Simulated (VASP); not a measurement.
# Sr2PbSe3 in VASP: a series of runs

Sr2PbSe3 is run at these levels: PBEsol, r2SCAN+rVV10; tasks: single point, relaxation of cell and atoms.

Everything below comes from runs of VASP 6.6.1. Logs are shortened: lines on timing, memory, paths and dates and some standing lists are left out, and cuts for length are marked.

## 1. The cell of the first run

Symmetry: P-3m1, No. 164, trigonal system. The conventional cell has a = 4.364 Å, b = 4.364 Å, c = 10.708 Å, α = 90.00°, β = 90.00°, γ = 120.00°. Sr (site symmetry 3m) has 6 Se at 3.08 to 3.09 Å within 4.1 Å. Pb (site symmetry -3m) has 6 Se at 3.09 Å within 4.1 Å. Se (site symmetry 3m) has 3 Sr at 3.08 Å and 3 Pb at 3.09 Å within 4.1 Å. Se (site symmetry -3m) has 6 Sr at 3.09 Å within 4.1 Å.

## 2. Single point, PBEsol

Input file INCAR:

```
ALGO = Normal ; EDIFF = 1E-6
ENCUT = 520 ; GGA = PS
ISIF = 2 ; ISMEAR = -1
LASPH = T ; LCHARG = T
LELF = T ; LREAL = F
LVHAR = T ; LWAVE = F
NBANDS = 35 ; NELM = 100
PREC = Accurate ; SIGMA = 0.03
```

Input file KPOINTS:

```
k-points
0
Gamma
  6 6 2
```

Input file POSCAR:

```
Sr2PbSe3
1.0
    4.3636819150      0.0000000000      0.0000000000
   -2.1818409575      3.7790593924      0.0000000000
    0.0000000000      0.0000000000     10.7082020220
Sr Pb Se
2 1 3
Direct
    0.3333333333      0.6666666667      0.8323121519
    0.6666666667      0.3333333333      0.1676878481
    0.0000000000      0.0000000000      0.5000000000
    0.3333333333      0.6666666667      0.3336087318
    0.6666666667      0.3333333333      0.6663912682
    0.0000000000      0.0000000000      0.0000000000
```

Potentials or basis: VASP PAW PBE potentials, release 64 (Sr_sv, Pb_d, Se).

Command:

```sh
$ cat potpaw_PBE.64/Sr_sv/POTCAR potpaw_PBE.64/Pb_d/POTCAR potpaw_PBE.64/Se/POTCAR > POTCAR
$ mpirun -np 1 vasp_std > vasp.out
```

OUTCAR:

```text
EDIFF = 1E-6
   ENCUT = 520
   GGA = PS
   ISIF = 2
   ISMEAR = -1
   LASPH = T
   LREAL = F
   NELM = 100
   PREC = Accurate

 ion  position               nearest neighbor table
   1  0.333  0.667  0.832-   5 3.08   5 3.08   5 3.08   6 3.09   6 3.09   6 3.09   3 4.36   3 4.36
                             3 4.36   2 4.39   2 4.39   2 4.39
   2  0.667  0.333  0.168-   4 3.08   4 3.08   4 3.08   6 3.09   6 3.09   6 3.09   3 4.36   3 4.36
                             3 4.36   1 4.39   1 4.39   1 4.39
   3  0.000  0.000  0.500-   4 3.09   5 3.09   4 3.09   5 3.09   5 3.09   4 3.09   1 4.36   2 4.36
                             1 4.36   2 4.36   1 4.36   2 4.36
   4  0.333  0.667  0.334-   2 3.08   2 3.08   2 3.08   3 3.09   3 3.09   3 3.09
   5  0.667  0.333  0.666-   1 3.08   1 3.08   1 3.08   3 3.09   3 3.09   3 3.09
   6  0.000  0.000  0.000-   1 3.09   2 3.09   1 3.09   2 3.09   2 3.09   1 3.09

  LATTYP: Found a hexagonal cell.
 ALAT       =     4.3636819150
 C/A-ratio  =     2.4539373471

  Lattice vectors:

 A1 = (   4.3636819150,   0.0000000000,   0.0000000000)
 A2 = (  -2.1818409575,   3.7790593924,   0.0000000000)
 A3 = (   0.0000000000,   0.0000000000,  10.7082020220)

Analysis of symmetry for initial positions (statically):
=====================================================================
 Subroutine PRICEL returns:
 Original cell was already a primitive cell.

 Routine SETGRP: Setting up the symmetry group for a
 hexagonal supercell.

 Subroutine GETGRP returns: Found 12 space group operations
 (whereof 12 operations were pure point group operations)
 out of a pool of 24 trial point group operations.

The static configuration has the point symmetry D_3d.

Analysis of symmetry for dynamics (positions and initial velocities):
=====================================================================
 Subroutine PRICEL returns:
 Original cell was already a primitive cell.

 Routine SETGRP: Setting up the symmetry group for a
 hexagonal supercell.

 Subroutine GETGRP returns: Found 12 space group operations
 (whereof 12 operations were pure point group operations)
 out of a pool of 24 trial point group operations.

The dynamic configuration has the point symmetry D_3d.

 Subroutine INISYM returns: Found 12 space group operations
 (whereof 12 operations are pure point group operations),
 and found     1 'primitive' translations

----------------------------------------------------------------------------------------

                                     Primitive cell

  volume of cell :     176.5848

  direct lattice vectors                    reciprocal lattice vectors
     4.363681915  0.000000000  0.000000000     0.229164274  0.132308056  0.000000000
    -2.181840957  3.779059392  0.000000000     0.000000000  0.264616111  0.000000000
     0.000000000  0.000000000 10.708202022     0.000000000  0.000000000  0.093386359

  length of vectors
     4.363681915  4.363681915 10.708202022     0.264616111  0.264616111  0.093386359

  position of ions in fractional coordinates (direct lattice)
     0.333333333  0.666666667  0.832312152
     0.666666667  0.333333333  0.167687848
     0.000000000  0.000000000  0.500000000
     0.333333333  0.666666667  0.333608732
     0.666666667  0.333333333  0.666391268
     0.000000000  0.000000000  0.000000000

  ion indices of the primitive-cell ions
   primitive index   ion index
                 1           1
                 2           2
                 3           3
                 4           4
                 5           5
                 6           6

----------------------------------------------------------------------------------------

 KPOINTS: k-points

Automatic generation of k-mesh.
 Grid dimensions read from file:
 generate k-points for:    6    6    2

 Generating k-lattice:

  Cartesian coordinates                     Fractional coordinates (reciprocal lattice)
     0.038194046  0.022051343  0.000000000     0.166666667  0.000000000  0.000000000
     0.000000000  0.044102685  0.000000000     0.000000000  0.166666667  0.000000000
     0.000000000  0.000000000  0.046693180     0.000000000  0.000000000  0.500000000

  Length of vectors
     0.044102685  0.044102685  0.046693180

  Shift w.r.t. Gamma in fractional coordinates (k-lattice)
     0.000000000  0.000000000  0.000000000

 Subroutine IBZKPT returns following result:
 ===========================================

 Found     14 irreducible k-points:

 Following reciprocal coordinates:
            Coordinates               Weight
  0.000000  0.000000  0.000000      1.000000
  0.166667  0.000000  0.000000      6.000000
  0.333333  0.000000  0.000000      6.000000
  0.500000  0.000000  0.000000      3.000000
  0.166667  0.166667  0.000000      6.000000
  0.333333  0.166667  0.000000     12.000000
  0.333333  0.333333  0.000000      2.000000
  0.000000  0.000000  0.500000      1.000000
  0.166667  0.000000  0.500000      6.000000
  0.333333  0.000000  0.500000      6.000000
  0.500000  0.000000  0.500000      3.000000
  0.166667  0.166667  0.500000      6.000000
  0.333333  0.166667  0.500000     12.000000
  0.333333  0.333333  0.500000      2.000000
   k-points           NKPTS =     14   k-points in BZ     NKDIM =     14   number of bands    NBANDS=     35
   number of dos      NEDOS =    301   number of ions     NIONS =      6
   total plane-waves  NPLWV =  81920
   dimension x,y,z NGX =    32 NGY =   32 NGZ =   80
   dimension x,y,z NGXF=    64 NGYF=   64 NGZF=  160
   ions per type =               2   1   3
   NGX,Y,Z   is equivalent  to a cutoff of  12.19, 12.19, 12.42 a.u.
   NGXF,Y,Z  is equivalent  to a cutoff of  24.38, 24.38, 24.84 a.u.
 SYSTEM =  unknown system
   PREC   = accura    normal or accurate (medium, high low for compatibility)
   ISTART =      0    job   : 0-new  1-cont  2-samecut
   ICHARG =      2    charge: 1-file 2-atom 10-const
   ISPIN  =      1    spin polarized calculation?
   LNONCOLLINEAR =      F non collinear calculations
   LSORBIT =      F    spin-orbit coupling
   LASPH  =      T    aspherical Exc in radial PAW
   ENCUT  =  520.0 eV  38.22 Ry    6.18 a.u.   8.11  8.11 19.91*2*pi/ulx,y,z
   NELM   =    100;   NELMIN=  2; NELMDL= -5     # of ELM steps
   EDIFF  = 0.1E-05   stopping-criterion for ELM
   LREAL  =      F    real-space projection
[... 7 lines left out ...]
   TEBEG  =    0.0;   TEEND  =   0.0 temperature during run
   PSTRESS=    0.0 pullay stress
   NELECT =      52.0000    total number of electrons
   NUPDOWN=      -1.0000    fix difference up-down
   EMIN   =  10.00;   EMAX   =-10.00  energy-range for DOS
   EFERMI =   0.00;   METHOD = LEGACY
   ISMEAR =    -1;   SIGMA  =   0.03  broadening in eV -4-tet -1-fermi 0-gaus
   EFERMI_NEDOS =   21; number of points for ismear=-14 and -15
   IALGO  =     38    algorithm
   IMIX   =      4    mixing-type and parameters
     AMIX     =   0.40;   BMIX     =  1.00
     AMIX_MAG =   1.60;   BMIX_MAG =  1.00
  volume/ion in A,a.u.               =      29.43       198.61
  Fermi-wavevector in a.u.,A,eV,Ry     =   1.089160  2.058213 16.140162  1.186268
  Thomas-Fermi vector in A             =   2.225357
   LORBIT       =      0    0 simple, 1 ext, 2 COOP (PROOUT), +10 PAW based schemes
   GGA     = PS    functional components
   LHFCALC =     F    Hartree Fock is set to
   AEXX    =    0.0000 exact exchange contribution
   IVDW    =     0    specifies the selected vdW correction
   LEPSILON=     F    determine dielectric tensor
   LRPA    =     F    only Hartree local field effects (RPA)
 non-spin polarized calculation
  energy-cutoff  :      520.00
  volume of cell :      176.58
 maximum number of plane-waves:      4785
   NGX = 17   NGY = 17   NGZ = 39

 number of electron      52.0000002 magnetization

 Free energy of the ion-electron system (eV)
  ---------------------------------------------------
  ext. energy  EPLUGINS =         0.00000000
  ---------------------------------------------------
  free energy    TOTEN  =       -28.50252117 eV

  energy without entropy =      -28.50252117  energy(sigma->0) =      -28.50252117

 E-fermi :   3.4468     XC(G=0):  -9.2678

 val. band max:        2.7470597688   @ k =   0.0000   0.0000   0.5000
 cond. band min:       4.3306263140   @ k =   0.0000   0.0000   0.5000
 fundamental gap:      1.5835665452
 Fermi energy:         3.4467892057

 k-point     1 :       0.0000    0.0000    0.0000
  band No.  band energies     occupation
      1     -31.4046      2.00000
      2     -31.3982      2.00000
      3     -13.6743      2.00000
      4     -13.5054      2.00000
      5     -13.4252      2.00000
      6     -13.4252      2.00000
[... 27 lines left out ...]
     34       7.7476      0.00000
     35       7.8822      0.00000

 k-point     2 :       0.1667    0.0000    0.0000
  band No.  band energies     occupation
      1     -31.4020      2.00000
      2     -31.3963      2.00000
      3     -13.6429      2.00000
      4     -13.5245      2.00000
      5     -13.4795      2.00000
      6     -13.4566      2.00000
[... 27 lines left out ...]
     34       7.4480      0.00000
     35       7.7894      0.00000

 k-point     3 :       0.3333    0.0000    0.0000
  band No.  band energies     occupation
      1     -31.3964      2.00000
      2     -31.3927      2.00000
      3     -13.6520      2.00000
      4     -13.5773      2.00000
      5     -13.5475      2.00000
      6     -13.4749      2.00000
[... 27 lines left out ...]
     34       8.1847      0.00000
     35       8.6706      0.00000
[... 343 lines left out ...]
 k-point    13 :       0.3333    0.1667    0.5000
  band No.  band energies     occupation
      1     -31.3933      2.00000
      2     -31.3912      2.00000
      3     -13.6619      2.00000
      4     -13.6054      2.00000
      5     -13.5289      2.00000
      6     -13.5117      2.00000
[... 27 lines left out ...]
     34       8.4431      0.00000
     35       8.9182      0.00000

 k-point    14 :       0.3333    0.3333    0.5000
  band No.  band energies     occupation
      1     -31.3911      2.00000
      2     -31.3911      2.00000
      3     -13.6168      2.00000
      4     -13.5909      2.00000
      5     -13.5909      2.00000
      6     -13.5245      2.00000
[... 27 lines left out ...]
     34       8.4274      0.00000
     35       8.4274      0.00000

------------------------ aborting loop because EDIFF is reached ----------------------------------------

  FORCE on cell =-STRESS in cart. coord.  units (eV):
  Direction    XX          YY          ZZ          XY          YZ          ZX
  --------------------------------------------------------------------------------------
  -------------------------------------------------------------------------------------
  Total        0.1486631      0.1486631      0.1504329      0.0000000      0.0000000      0.0000000
  in kB        1.3488402      1.3488402      1.3648974      0.0000000      0.0000000      0.0000000
  external PRESSURE =       1.3541926 kB  Pullay stress =       0.0000000 kB

 VOLUME and BASIS-vectors are now :
 -----------------------------------------------------------------------------
  energy-cutoff  :      520.00
  volume of cell :      176.58
      direct lattice vectors                 reciprocal lattice vectors
     4.363681915  0.000000000  0.000000000     0.229164274  0.132308056  0.000000000
    -2.181840957  3.779059392  0.000000000     0.000000000  0.264616111  0.000000000
     0.000000000  0.000000000 10.708202022     0.000000000  0.000000000  0.093386359

 POSITION                                       TOTAL-FORCE (eV/Angst)
 -----------------------------------------------------------------------------------
     -0.00000      2.51937      8.91257        -0.000000      0.000000     -0.000451
      2.18184      1.25969      1.79564         0.000000     -0.000000      0.000451
      0.00000      0.00000      5.35410        -0.000000      0.000000      0.000000
     -0.00000      2.51937      3.57235        -0.000000      0.000000      0.018661
      2.18184      1.25969      7.13585        -0.000000      0.000000     -0.018661
      0.00000      0.00000      0.00000        -0.000000      0.000000      0.000000
 -----------------------------------------------------------------------------------
    total drift:                               -0.000000      0.000000     -0.000000

  FREE ENERGIE OF THE ION-ELECTRON SYSTEM (eV)
  ---------------------------------------------------
  free  energy   TOTEN  =       -28.5025211672 eV

  energy  without entropy=      -28.5025211672  energy(sigma->0) =      -28.50252117
```

Run time: 48 s. Hardware: 1 thread of Intel Xeon 6975P-C (Granite Rapids), shared host; peak memory 0.31 GiB.

Results:

```
Free energy            : -28.5025 eV
Pressure               : 0.1 GPa
Largest force          : 0.019 eV/Å
Band gap on the k mesh : 1.58 eV
```

Forces on the atoms (eV/Å):
```
Sr   0.000  0.000  0.000
Sr   0.000  0.000  0.000
Pb   0.000  0.000  0.000
Se   0.000  0.000  0.019
Se   0.000  0.000 -0.019
Se   0.000  0.000  0.000
```

Caveat: the PAW data sets were made with another functional, which shifts forces and pressure a little; spin-orbit coupling is left out, which moves the levels of the heavy elements.

(Part 1 of 2 ends here.)
